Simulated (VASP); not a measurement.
Runs of VASP 6.6.1 on Sn. The structure is that of space group Im-3m (No. 229), or close to it. The cells are those of the table. This isn't the form of Sn at room conditions, which is tetragonal (white tin).

| task | cell | cutoff (eV) | gap on the mesh (eV) | pressure (GPa) |
| --- | --- | --- | --- | --- |
| relaxation of cell and atoms | relaxed to 27 GPa from a = 2.953 Å, angles 109.5°, 1 atom | 600 | none | 27.0 |
| single point | a = 3.209 Å, angles 109.5°, 1 atom | 520 | none | -0.1 |
| single point | a = 2.954 Å, angles 109.5°, 1 atom | 520 | none | 27.2 |
| relaxation of cell and atoms | relaxed from a = 3.313 Å, angles 109.5°, 1 atom | 600 | none | 0.0 |
| single point | a = 2.953 Å, angles 109.5°, 1 atom | 520 | none | (a) |
| relaxation of cell and atoms | relaxed to 27 GPa from a = 2.954 Å, angles 109.5°, 1 atom | 600 | none | 27.0 |

Alike in all rows: level LDA; potentials or basis VASP PAW LDA potentials, release 64 (Sn_d); no spin polarisation; k mesh 15 × 15 × 15; smearing fermi-dirac 0.1 eV.

Problem. Estimate the missing entries.

Solution. (a) 27.4.

Caveats: spin-orbit coupling is left out, which moves the levels of the heavy elements; the cell is relaxed towards a set pressure, so the run minimises the enthalpy, not the energy (at least some runs); the cell stands under pressure (at least some runs).

A k mesh can miss the band edges, and the runs leave out spin-orbit coupling on Sn.

A gap of «none» marks levels without a gap at the run's occupations.
